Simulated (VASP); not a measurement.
HfB2:

```
Hf B
1.0
     3.14000    0.00000    0.00000
    -1.57000    2.71932    0.00000
     0.00000    0.00000    3.48000
Hf B
1 2
Direct
  0.00000 0.00000 0.00000
  0.33333 0.66667 0.50000
  0.66667 0.33333 0.50000
```

```yaml
Program: VASP 6.6.1
Task: relaxation of cell and atoms
Functional: PBEsol
Potentials_or_basis: VASP PAW PBE potentials, release 64 (Hf_pv, B)
Cutoff: 600 eV
k_mesh: 16 × 16 × 12
Occupations: fermi-dirac, width 0.08 eV
Spin: no spin polarisation
```

At the start: pressure -4.5 GPa; volume 9.90 Å³/atom.

How do energy, volume and symmetry change on relaxing?

Over 8 steps the energy falls by 2.6 meV/atom and the volume is 9.73 Å³/atom (-1.8 %); space group P6/mmm (No. 191, to 0.1 Å) before and after.

The path:
```csv
step,energy change (eV),largest force (eV/Å),pressure (GPa),volume (Å³)
1,0.0000,0.0000,-4.49,29.71
2,0.0048,0.0000,6.31,28.54
3,-0.0076,0.0000,0.04,29.19
4,-0.0076,0.0000,0.15,29.18
5,-0.0079,0.0000,0.09,29.18
6,-0.0079,0.0000,0.09,29.18
7,-0.0079,0.0000,-0.09,29.20
8,-0.0079,0.0000,-0.01,29.19
```

Final structure:
```
Hf B
1.0
     3.12659    0.00000    0.00000
    -1.56329    2.70771    0.00000
     0.00000    0.00000    3.44795
Hf B
1 2
Direct
  0.00000 0.00000 0.00000
  0.33333 0.66667 0.50000
  0.66667 0.33333 0.50000
```

Caveat: the PAW data sets were made with another functional, which shifts forces and pressure a little.
